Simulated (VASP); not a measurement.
Input of a VASP 6.6.1 run:

File INCAR:

```
PREC = Accurate ; ENCUT = 520
EDIFF = 1E-6 ; ISMEAR = 0
SIGMA = 0.1 ; LREAL = F
LASPH = T ; NELM = 100
ALGO = Fast ; ISIF = 2
LWAVE = F ; LCHARG = F
GGA = PS ; NBANDS = 43
```

KPOINTS

```
Automatic mesh
0
Gamma
  12 12 8
```

Contents of POSCAR:

```
Ni2Ge
1.0
    3.9719628403      0.0000000000      0.0000000000
   -1.9859814201      3.4398207225      0.0000000000
    0.0000000000      0.0000000000      5.0140594296
Ni Ge
4 2
Direct
    0.6666666667      0.3333333333      0.2500000000
    0.3333333333      0.6666666667      0.7500000000
    0.0000000000      0.0000000000      0.0000000000
    0.0000000000      0.0000000000      0.5000000000
    0.6666666667      0.3333333333      0.7500000000
    0.3333333333      0.6666666667      0.2500000000
```

Potentials or basis: VASP PAW PBE potentials, release 64 (Ni, Ge_d).

Command:

```bash
$ cat potpaw_PBE.64/Ni/POTCAR potpaw_PBE.64/Ge_d/POTCAR > POTCAR
$ mpirun -np 1 vasp_std > vasp.out
```

**Question.** What does it give for the band gap on the k mesh?

**Answer.** Zero (bands 34 and 35 overlap by 2.78 eV).

**Question.** Predict the pressure.

**Answer.** 0.0 GPa.

Stress tensor (GPa, compression positive):
```
 0.06  0.00  0.00
 0.00  0.06  0.00
 0.00  0.00 -0.04
```

Caveat: the PAW data sets were made with another functional, which shifts forces and pressure a little. Spin polarisation is off, so any magnetic state and its effect on volume and gap are missing.
